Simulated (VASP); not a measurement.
# ReS (P6_3/mmc) in VASP: further runs

ReS is run at these levels: PBEsol; tasks: relaxation of cell and atoms, relaxation of shape and atoms at fixed volume.

Everything below comes from runs of VASP 6.6.1. Logs are shortened: lines on timing, memory, paths and dates and some standing lists are left out, and cuts for length are marked.

## (1) The cell of the first run

Symmetry: P6_3/mmc, No. 194, hexagonal system. Conventional cell: a = 3.678 Å, b = 3.678 Å, c = 5.126 Å, α = 90.00°, β = 90.00°, γ = 120.00°. Re (site symmetry -3m) has 6 S at 2.48 Å and 2 Re at 2.56 Å within 3.3 Å. Within 3.4 Å of S (site symmetry -6m2) lie 6 Re at 2.48 Å and 6 S at 3.33 Å.

## (2) Relaxation of cell and atoms, PBEsol, collinear spin

INCAR reads:

```
ALGO = Normal ; EDIFF = 1E-7
EDIFFG = -0.01 ; ENCUT = 500
GGA = PS ; GGA_COMPAT = False
IBRION = 2 ; ISIF = 3
ISMEAR = 0 ; ISPIN = 2
LASPH = True ; LCHARG = False
LMAXMIX = 4 ; LORBIT = 11
LREAL = False ; LWAVE = False
MAGMOM = 2 2 0 0 ; NELM = 200
NELMIN = 4 ; NSW = 80
PREC = Accurate ; SIGMA = 0.05
```

KPOINTS reads:

```
k-points
0
Gamma
  10 10 6
```

POSCAR reads:

```
ReS
1.0
    3.6776356799      0.0000000000      0.0000000000
   -1.8388178400      3.1849259247      0.0000000000
    0.0000000000      0.0000000000      5.1257237827
Re S
2 2
Direct
    0.0000000000      0.0000000000      0.0000000000
    0.0000000000      0.0000000000      0.5000000000
    0.3333333333      0.6666666667      0.2500000000
    0.6666666667      0.3333333333      0.7500000000
```

Potentials or basis: VASP PAW PBE potentials, release 64 (Re_sv_GW, S).

The run is started by

```bash
$ cat potpaw_PBE.64/Re_sv_GW/POTCAR potpaw_PBE.64/S/POTCAR > POTCAR
$ mpirun -np 1 vasp_std > vasp.out
```

OUTCAR:

```text
EDIFF = 1E-7
   EDIFFG = -0.01
   ENCUT = 500
   GGA = PS
   IBRION = 2
   ISIF = 3
   ISMEAR = 0
   ISPIN = 2
   LASPH = True
   LORBIT = 11
   LREAL = False
   NELM = 200
   NELMIN = 4
   NSW = 80
   PREC = Accurate

 ion  position               nearest neighbor table
   1  0.000  0.000  0.000-   3 2.48   4 2.48   4 2.48   3 2.48   4 2.48   3 2.48   2 2.56   2 2.56

   2  0.000  0.000  0.500-   3 2.48   4 2.48   4 2.48   3 2.48   4 2.48   3 2.48   1 2.56   1 2.56

   3  0.333  0.667  0.250-   1 2.48   2 2.48   1 2.48   2 2.48   1 2.48   2 2.48
   4  0.667  0.333  0.750-   1 2.48   2 2.48   1 2.48   2 2.48   1 2.48   2 2.48

  LATTYP: Found a hexagonal cell.
 ALAT       =     3.6776356799
 C/A-ratio  =     1.3937551810

  Lattice vectors:

 A1 = (   3.6776356799,   0.0000000000,   0.0000000000)
 A2 = (  -1.8388178400,   3.1849259247,   0.0000000000)
 A3 = (   0.0000000000,   0.0000000000,   5.1257237827)

Analysis of symmetry for initial positions (statically):
=====================================================================
 Subroutine PRICEL returns:
 Original cell was already a primitive cell.

 Routine SETGRP: Setting up the symmetry group for a
 hexagonal supercell.

 Subroutine GETGRP returns: Found 24 space group operations
 (whereof 12 operations were pure point group operations)
 out of a pool of 24 trial point group operations.

The static configuration has the point symmetry D_3d.
 The point group associated with its full space group is D_6h.

Analysis of symmetry for dynamics (positions and initial velocities):
=====================================================================
 Subroutine PRICEL returns:
 Original cell was already a primitive cell.

 Routine SETGRP: Setting up the symmetry group for a
 hexagonal supercell.

 Subroutine GETGRP returns: Found 24 space group operations
 (whereof 12 operations were pure point group operations)
 out of a pool of 24 trial point group operations.

The dynamic configuration has the point symmetry D_3d.
 The point group associated with its full space group is D_6h.

Analysis of structural, dynamic, and magnetic symmetry:
=====================================================================
 Subroutine PRICEL returns:
 Original cell was already a primitive cell.

[... 126 lines left out ...]
   EFERMI =   0.00;   METHOD = LEGACY
   ISMEAR =     0;   SIGMA  =   0.05  broadening in eV -4-tet -1-fermi 0-gaus
   EFERMI_NEDOS =   21; number of points for ismear=-14 and -15
   IALGO  =     38    algorithm
   IMIX   =      4    mixing-type and parameters
     AMIX     =   0.40;   BMIX     =  1.00
     AMIX_MAG =   1.60;   BMIX_MAG =  1.00
  volume/ion in A,a.u.               =      15.01       101.29
  Fermi-wavevector in a.u.,A,eV,Ry     =   1.453283  2.746307 28.735931  2.112031
  Thomas-Fermi vector in A             =   2.570567
   LORBIT       =     11    0 simple, 1 ext, 2 COOP (PROOUT), +10 PAW based schemes
   GGA     = PS    functional components
   LHFCALC =     F    Hartree Fock is set to
   AEXX    =    0.0000 exact exchange contribution
   IVDW    =     0    specifies the selected vdW correction
   LEPSILON=     F    determine dielectric tensor
   LRPA    =     F    only Hartree local field effects (RPA)
 conjugate gradient relaxation of ions
 spin polarized calculation
 Gauss-broadening in eV      SIGMA  =   0.05
  energy-cutoff  :      500.00
  volume of cell :       60.04
 maximum number of plane-waves:      1545
 NGX is ok and might be reduce to    28
   NGX = 13   NGY = 13   NGZ = 19

--------------------------------------- Ionic step        1  -------------------------------------------

 number of electron      41.9999992 magnetization      -0.0032523

 number of electron      41.9999992 magnetization       0.0003515

 Free energy of the ion-electron system (eV)
  ---------------------------------------------------
  ext. energy  EPLUGINS =         0.00000000
  ---------------------------------------------------
  free energy    TOTEN  =       -37.43519430 eV

  energy without entropy =      -37.43081532  energy(sigma->0) =      -37.43300481

------------------------ aborting loop because EDIFF is reached ----------------------------------------

  FORCE on cell =-STRESS in cart. coord.  units (eV):
  Direction    XX          YY          ZZ          XY          YZ          ZX
  --------------------------------------------------------------------------------------
  -------------------------------------------------------------------------------------
  Total       -2.3464795     -2.3464795     -0.6837573      0.0000000      0.0000000      0.0000000
  in kB      -62.6187077    -62.6187077    -18.2469091      0.0000000      0.0000000      0.0000000
  external PRESSURE =     -47.8281082 kB  Pullay stress =       0.0000000 kB
[... 267 lines left out ...]
 number of electron      42.0000001 magnetization       0.0000010

 number of electron      42.0000001 magnetization      -0.0000016

 Free energy of the ion-electron system (eV)
  ---------------------------------------------------
  ext. energy  EPLUGINS =         0.00000000
  ---------------------------------------------------
  free energy    TOTEN  =       -37.50362554 eV

  energy without entropy =      -37.49964925  energy(sigma->0) =      -37.50163739

 E-fermi :  11.9309     XC(G=0): -12.9326

 val. band max:       11.9203065624   @ k =   0.3000   0.1000   0.5000
 cond. band min:      11.9496262687   @ k =   0.4000   0.2000   0.5000
 fundamental gap:      0.0293197063
 Fermi energy:        11.9309328045

 spin component 1

 k-point     1 :       0.0000    0.0000    0.0000
  band No.  band energies     occupation
      1     -68.2659      1.00000
      2     -68.2051      1.00000
      3     -30.7913      1.00000
      4     -30.0969      1.00000
      5     -30.0969      1.00000
      6     -29.9909      1.00000
[... 709 lines left out ...]
     26      15.7041      0.00000
     27      17.1988      0.00000

 [... further k-points ...]

 spin component 2

 k-point     1 :       0.0000    0.0000    0.0000
  band No.  band energies     occupation
      1     -68.2659      1.00000
      2     -68.2050      1.00000
      3     -30.7913      1.00000
      4     -30.0969      1.00000
      5     -30.0969      1.00000
      6     -29.9909      1.00000
[... 742 lines left out ...]
  FREE ENERGIE OF THE ION-ELECTRON SYSTEM (eV)
  ---------------------------------------------------
  free  energy   TOTEN  =       -37.5036255393 eV

  energy  without entropy=      -37.4996492473  energy(sigma->0) =      -37.50163739

 reached required accuracy - stopping structural energy minimisation

 total charge

# of ion       s       p       d       f       tot
--------------------------------------------------
    1        6.257   6.025   4.353   0.080  16.715
    2        6.257   6.025   4.353   0.080  16.715
    3        1.285   2.359   0.000   0.000   3.644
    4        1.285   2.359   0.000   0.000   3.644
--------------------------------------------------
tot         15.084  16.767   8.706   0.160  40.717

 magnetization (x)

# of ion       s       p       d       f       tot
--------------------------------------------------
    1        0.000   0.000   0.000   0.000   0.000
    2        0.000   0.000   0.000   0.000   0.000
    3        0.000  -0.000   0.000   0.000  -0.000
    4        0.000  -0.000   0.000   0.000  -0.000
--------------------------------------------------
tot          0.000   0.000   0.000   0.000   0.000
```

OSZICAR:

```text
N       E                     dE             d eps       ncg     rms          rms(c)
DAV:   1     0.361706829559E+03    0.36171E+03   -0.25083E+04  6288   0.149E+03
DAV:   2    -0.185693953033E+02   -0.38028E+03   -0.37427E+03  7561   0.401E+02
[... 116 lines left out ...]
DAV:   6    -0.375036413891E+02   -0.13726E-04   -0.47667E-05  7196   0.443E-02    0.230E-01
DAV:   7    -0.375036309406E+02    0.10448E-04   -0.18804E-05  7083   0.252E-02    0.143E-01
DAV:   8    -0.375036284501E+02    0.24905E-05   -0.55606E-06  7336   0.120E-02    0.158E-01
DAV:   9    -0.375036277437E+02    0.70645E-06   -0.28676E-06  7363   0.908E-03    0.564E-02
DAV:  10    -0.375036251622E+02    0.25815E-05   -0.38566E-06  6496   0.115E-02    0.780E-02
DAV:  11    -0.375036255896E+02   -0.42740E-06   -0.28290E-07  5418   0.324E-03    0.193E-02
DAV:  12    -0.375036255393E+02    0.50331E-07   -0.15409E-08  3264   0.809E-04
   8 F= -.37503626E+02 E0= -.37501637E+02  d E =-.374879E-01  mag=     0.0000
```

Run time: 11 min. Hardware: 1 thread of Intel Xeon 6975P-C (Granite Rapids), shared host; peak memory 0.31 GiB.

Results:

```yaml
Free_energy: -37.5036 eV
Relaxed_volume: 14.41 Å³/atom
Relaxed_cell: a = 3.532 Å, b = 3.532 Å, c = 5.335 Å, α = 90.00°, β = 90.00°, γ = 120.00°
Space_group_after_relaxing_to_0.1_Å: P6_3/mmc (No. 194)
Energy_gained_by_relaxing: 17.1 meV/atom
Ionic_steps: 8
Pressure_after_relaxing: -0.1 GPa
Band_gap_on_the_k_mesh: zero (filled and empty bands overlap)
Net_moment: 0.00 μB per cell
Valence_electrons_inside_the_program's_atomic_spheres: Re 16.71; S 3.64
```

The path:
| step | energy change (eV) | largest force (eV/Å) | pressure (GPa) | volume (Å³) |
| --- | --- | --- | --- | --- |
| 1 | 0.0000 | 0.0000 | -4.78 | 60.04 |
| 2 | 0.0268 | 0.0000 | 10.64 | 56.22 |
| 3 | -0.0309 | 0.0000 | 1.21 | 58.38 |
| 4 | -0.0581 | 0.0000 | 0.47 | 58.11 |
| 5 | -0.0654 | 0.0000 | 0.22 | 57.81 |
| 6 | -0.0679 | 0.0000 | -0.03 | 57.70 |
| 7 | -0.0631 | 0.0000 | -0.03 | 57.47 |
| 8 | -0.0684 | 0.0000 | -0.06 | 57.65 |

Final structure:
```xyz
4
Lattice="3.5323 0.0000 0.0000 -1.7661 3.0590 0.0000 0.0000 0.0000 5.3352" Properties=species:S:1:pos:R:3 pbc="T T T"
Re    0.0000    0.0000    0.0000
Re    0.0000    0.0000    2.6676
S     0.0000    2.0393    1.3338
S     1.7661    1.0197    4.0014
```

Levels at points of the mesh, in eV from the Fermi level:
Spin up:
```tsv
k point	band 18	band 19	band 20	band 21	band 22	band 23	band 24	band 25
(0.00, 0.00, 0.00)	-3.22	-2.55	-2.47	-2.47	0.96	0.96	2.22	3.01
(0.50, 0.00, 0.00)	-1.11	-0.90	-0.65	-0.40	0.92	0.95	2.04	3.75
(0.00, 0.00, 0.50)	-2.02	-2.02	-2.02	-1.71	-1.71	2.22	2.22	2.22
(0.50, 0.00, 0.50)	-2.75	-0.15	-0.15	-0.14	-0.14	1.51	1.51	2.61
```
Spin down:
```csv
k point,band 18,band 19,band 20,band 21,band 22,band 23,band 24,band 25
"(0.00, 0.00, 0.00)",-3.22,-2.55,-2.47,-2.47,0.96,0.96,2.22,3.01
"(0.50, 0.00, 0.00)",-1.11,-0.90,-0.65,-0.40,0.92,0.95,2.04,3.75
"(0.00, 0.00, 0.50)",-2.02,-2.02,-2.02,-1.71,-1.71,2.22,2.22,2.22
"(0.50, 0.00, 0.50)",-2.75,-0.15,-0.15,-0.14,-0.14,1.51,1.51,2.61
```

Caveat: the PAW data sets were made with another functional, which shifts forces and pressure a little; spin-orbit coupling is left out, which moves the levels of the heavy elements.

## (3) Relaxation of shape and atoms at fixed volume, PBEsol, collinear spin (14.17 Å³/atom)

This run uses another cell than the first one, of 14.17 Å³/atom.

INCAR reads:

```
  PREC = Accurate
  ENCUT = 600
  EDIFF = 1E-6
  ISMEAR = 0
  SIGMA = 0.05
  LREAL = False
  LASPH = True
  NELM = 150
  ALGO = Normal
  ISIF = 4
  LWAVE = False
  LCHARG = False
  ISPIN = 2
  MAGMOM = 0.05 0.05 0 0
  LORBIT = 11
  LMAXMIX = 4
  GGA = PS
  IBRION = 2
  NSW = 60
  EDIFFG = -0.01
```

KPOINTS reads:

```
regular mesh
0
Gamma
  10 10 6
```

POSCAR reads:

```
ReS
1.0
    3.5101960243      0.0000000000      0.0000000000
   -1.7550980122      3.0399189293      0.0000000000
    0.0000000000      0.0000000000      5.3102563020
Re S
2 2
Direct
    0.0000000000      0.0000000000      0.0000000000
    0.0000000000      0.0000000000      0.5000000000
    0.3333333333      0.6666666667      0.2500000000
    0.6666666667      0.3333333333      0.7500000000
```

Potentials or basis: VASP PAW PBE potentials, release 64 (Re, S).

The run is started by

```bash
$ cat potpaw_PBE.64/Re/POTCAR potpaw_PBE.64/S/POTCAR > POTCAR
$ mpirun -np 1 vasp_std > vasp.out
```

Run time: 95 s. Hardware: 1 thread of Intel Xeon 6975P-C (Granite Rapids), shared host; peak memory 0.27 GiB.

Results (log left out):

* Free energy: -34.0634 eV
* Energy gained by relaxing: 0.4 meV/atom
* Ionic steps: 2
* Pressure after relaxing: 7.0 GPa
* Band gap on the k mesh: zero (filled and empty bands overlap)
* Net moment: 0.00 μB per cell
* Valence electrons inside the program's atomic spheres: Re 6.22; S 3.66

The path:
| step | energy change (eV) | largest force (eV/Å) | pressure (GPa) | volume (Å³) |
| --- | --- | --- | --- | --- |
| 1 | 0.0000 | 0.0000 | 7.36 | 56.66 |
| 2 | -0.0014 | 0.0000 | 6.97 | 56.66 |

Final structure:
```cif
data_structure
_symmetry_space_group_name_H-M 'P 1'
_symmetry_Int_Tables_number 1
_cell_length_a 3.5017
_cell_length_b 3.5017
_cell_length_c 5.3359
_cell_angle_alpha 90.000
_cell_angle_beta 90.000
_cell_angle_gamma 120.000
_cell_volume 56.66
loop_
_atom_site_label
_atom_site_type_symbol
_atom_site_fract_x
_atom_site_fract_y
_atom_site_fract_z
_atom_site_occupancy
Re1 Re 0.00000 0.00000 0.00000 1
Re2 Re 0.00000 0.00000 0.50000 1
S1 S 0.33333 0.66667 0.25000 1
S2 S 0.66667 0.33333 0.75000 1
```

Levels at points of the mesh, in eV from the Fermi level:
Spin up:
| k point | band 9 | band 10 | band 11 | band 12 | band 13 | band 14 | band 15 | band 16 | band 17 |
| --- | --- | --- | --- | --- | --- | --- | --- | --- | --- |
| (0.00, 0.00, 0.00) | -3.23 | -3.23 | -2.60 | -2.59 | -2.59 | 0.89 | 0.89 | 2.23 | 3.14 |
| (0.50, 0.00, 0.00) | -4.92 | -1.07 | -1.05 | -0.64 | -0.46 | 0.91 | 0.95 | 2.18 | 3.75 |
| (0.00, 0.00, 0.50) | -2.10 | -2.10 | -2.10 | -2.10 | -1.75 | -1.75 | 2.24 | 2.24 | 2.24 |
| (0.50, 0.00, 0.50) | -2.88 | -2.88 | -0.13 | -0.13 | -0.12 | -0.12 | 1.52 | 1.52 | 2.61 |
Spin down:
```tsv
k point	band 11	band 12	band 13	band 14	band 15	band 16
(0.00, 0.00, 0.00)	-2.60	-2.59	-2.59	0.89	0.89	2.23
(0.50, 0.00, 0.00)	-1.05	-0.64	-0.46	0.91	0.95	2.18
(0.00, 0.00, 0.50)	-2.10	-2.10	-1.75	-1.75	2.24	2.24
(0.50, 0.00, 0.50)	-0.13	-0.13	-0.12	-0.12	1.52	1.52
```

Caveat: the PAW data sets were made with another functional, which shifts forces and pressure a little; spin-orbit coupling is left out, which moves the levels of the heavy elements.

## (4) Relaxation of shape and atoms at fixed volume, PBEsol, collinear spin (14.74 Å³/atom)

This run uses another cell than the first one, of 14.74 Å³/atom.

INCAR reads:

```
SYSTEM = ReS
PREC = Accurate
ENCUT = 600
EDIFF = 1E-6
ISMEAR = 0
SIGMA = 0.05
LREAL = .FALSE.
LASPH = .TRUE.
NELM = 150
ALGO = Normal
ISIF = 4
LWAVE = .FALSE.
LCHARG = .FALSE.
ISPIN = 2
MAGMOM = 0.05 0.05 0 0
LORBIT = 11
LMAXMIX = 4
GGA = PS
IBRION = 2
NSW = 60
EDIFFG = -0.01
```

KPOINTS reads:

```
Automatic mesh
0
G
  10 10 6
  0 0 0
```

POSCAR reads:

```
ReS
1.0
    3.5573183724      0.0000000000      0.0000000000
   -1.7786591862      3.0807280798      0.0000000000
    0.0000000000      0.0000000000      5.3815434165
Re S
2 2
Direct
    0.0000000000      0.0000000000      0.0000000000
    0.0000000000      0.0000000000      0.5000000000
    0.3333333333      0.6666666667      0.2500000000
    0.6666666667      0.3333333333      0.7500000000
```

The run is started by

```bash
$ cat potpaw_PBE.64/Re/POTCAR potpaw_PBE.64/S/POTCAR > POTCAR
$ mpirun -np 1 vasp_std > vasp.out
```

Wall time 5.3 min (1 thread of Intel Xeon 6975P-C (Granite Rapids), shared host); peak memory 0.3 GiB.

Results (log left out):

```
Free energy                                           : -34.0955 eV
Energy gained by relaxing                             : 1.0 meV/atom
Ionic steps                                           : 9
Pressure after relaxing                               : -1.1 GPa
Band gap on the k mesh                                : zero (filled and empty bands overlap)
Net moment                                            : 0.00 μB per cell
Valence electrons inside the program's atomic spheres : Re 6.12; S 3.63
```

Stress tensor (GPa, compression positive):
```
-1.07  0.00  0.00
 0.00 -1.07  0.00
 0.00  0.00 -1.16
```

The path:
```tsv
step	energy change (eV)	largest force (eV/Å)	pressure (GPa)	volume (Å³)
1	0.0000	0.0000	-2.94	58.98
2	-0.0013	0.0000	-2.61	58.98
3	-0.0015	0.0000	-2.47	58.98
4	-0.0018	0.0000	-2.19	58.98
5	-0.0029	0.0000	-1.63	58.98
6	-0.0024	0.0000	-0.56	58.98
7	-0.0038	0.0000	-1.30	58.98
8	-0.0039	0.0000	-0.88	58.98
9	-0.0041	0.0000	-1.10	58.98
```

Final structure:
```xyz
4
Lattice="3.5970 0.0000 0.0000 -1.7985 3.1151 0.0000 0.0000 0.0000 5.2634" Properties=species:S:1:pos:R:3 pbc="T T T"
Re    0.0000    0.0000    0.0000
Re    0.0000    0.0000    2.6317
S     0.0000    2.0767    1.3159
S     1.7985    1.0384    3.9476
```

Levels at points of the mesh, in eV from the Fermi level:
Spin up:
```csv
k point,band 9,band 10,band 11,band 12,band 13,band 14,band 15,band 16,band 17
"(0.00, 0.00, 0.00)",-3.23,-3.23,-2.35,-2.34,-2.34,1.12,1.12,2.15,2.84
"(0.50, 0.00, 0.00)",-4.93,-1.40,-0.83,-0.58,-0.33,0.83,1.06,1.69,3.83
"(0.00, 0.00, 0.50)",-2.02,-2.02,-2.02,-2.02,-1.70,-1.70,2.28,2.28,2.28
"(0.50, 0.00, 0.50)",-2.59,-2.59,-0.35,-0.35,-0.26,-0.26,1.44,1.44,2.75
```
Spin down:
```tsv
k point	band 10	band 11	band 12	band 13	band 14	band 15	band 16	band 17
(0.00, 0.00, 0.00)	-3.23	-2.35	-2.34	-2.34	1.12	1.12	2.15	2.84
(0.50, 0.00, 0.00)	-1.40	-0.83	-0.58	-0.33	0.83	1.06	1.69	3.83
(0.00, 0.00, 0.50)	-2.02	-2.02	-2.02	-1.70	-1.70	2.28	2.28	2.28
(0.50, 0.00, 0.50)	-2.59	-0.35	-0.35	-0.26	-0.26	1.44	1.44	2.75
```

Caveat: the PAW data sets were made with another functional, which shifts forces and pressure a little; spin-orbit coupling is left out, which moves the levels of the heavy elements.

## (5) Summary

```tsv
task	potentials or basis	cell	cutoff (eV)	gap on the mesh (eV)	pressure (GPa)	moment (μB)
relaxation of cell and atoms	VASP PAW PBE potentials, release 64 (Re_sv_GW, S)	relaxed from a = 3.678, b = 3.678, c = 5.126 Å, angles 90.0, 90.0, 120.0°, 4 atoms	500	none	-0.1	0.00
relaxation of shape and atoms at fixed volume	VASP PAW PBE potentials, release 64 (Re, S)	relaxed from a = 3.510, b = 3.510, c = 5.310 Å, angles 90.0, 90.0, 120.0°, 4 atoms	600	none	7.0	0.00
relaxation of shape and atoms at fixed volume	VASP PAW PBE potentials, release 64 (Re, S)	relaxed from a = 3.557, b = 3.557, c = 5.382 Å, angles 90.0, 90.0, 120.0°, 4 atoms	600	none	-1.1	0.00
```

Alike in all rows: level PBEsol; spin collinear; k mesh 10 × 10 × 6; smearing gaussian 0.05 eV.

Caveats: the PAW data sets were made with another functional, which shifts forces and pressure a little; spin-orbit coupling is left out, which moves the levels of the heavy elements.

Absolute energies hang on the potentials; compare differences alone.
